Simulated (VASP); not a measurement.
Input of a VASP 6.6.1 run:

The input POSCAR:

```
Ge
1.0
    4.0504045371      0.0000000000      0.0000000000
    2.0252022685      3.5077532247      0.0000000000
    0.0000000000      0.0000000000     16.6882282468
Ge
2
Direct
    0.0000000000      0.0000000000      0.5206201712
    0.6666666667      0.6666666667      0.4793798288
```

File INCAR.step1:

```
SYSTEM = Ge
LDIPOL = .TRUE. ; IDIPOL = 3
DIPOL = 0.5 0.5 0.500 ; ISMEAR = 0
SIGMA = 0.03 ; LWAVE = .TRUE.
LCHARG = .TRUE. ; ISIF = 0
NELM = 100 ; ALGO = Normal
PREC = Accurate ; LASPH = .TRUE.
LREAL = .FALSE. ; EDIFF = 1E-5
GGA_COMPAT = .FALSE. ; ENCUT = 410
EFERMI = MIDGAP ; NELMDL = -8
GGA = PE
```

The input INCAR.step2:

```
SYSTEM = Ge
GGA = AM ; LDIPOL = .TRUE.
IDIPOL = 3 ; DIPOL = 0.5 0.5 0.500
ISMEAR = 0 ; SIGMA = 0.03
LWAVE = .FALSE. ; LCHARG = .FALSE.
ISIF = 0 ; NELM = 100
ALGO = All ; PREC = Accurate
LASPH = .TRUE. ; LREAL = .FALSE.
EDIFF = 1E-6 ; GGA_COMPAT = .FALSE.
ENCUT = 410 ; EFERMI = MIDGAP
NELMDL = -8 ; ISTART = 1
ISEARCH = 1
```

KPOINTS

```
k-points
0
Gamma
  5 5 1
```

Potentials or basis: VASP PAW PBE potentials, release 64 (Ge_d).

Run with:

```console
$ cat potpaw_PBE.64/Ge_d/POTCAR > POTCAR
$ cp INCAR.step1 INCAR
$ mpirun -np 1 vasp_std > vasp.out
$ cp INCAR.step2 INCAR
$ mpirun -np 1 vasp_std > vasp.out
```

(1) What does it give for the largest force?

(2) What does it give for the band gap on the k mesh?

Answers

(1) 0.195 eV/Å.

(2) zero (bands 14 and 15 overlap by 0.23 eV).

Caveat: the PAW data sets were made with another functional, which shifts forces and pressure a little.
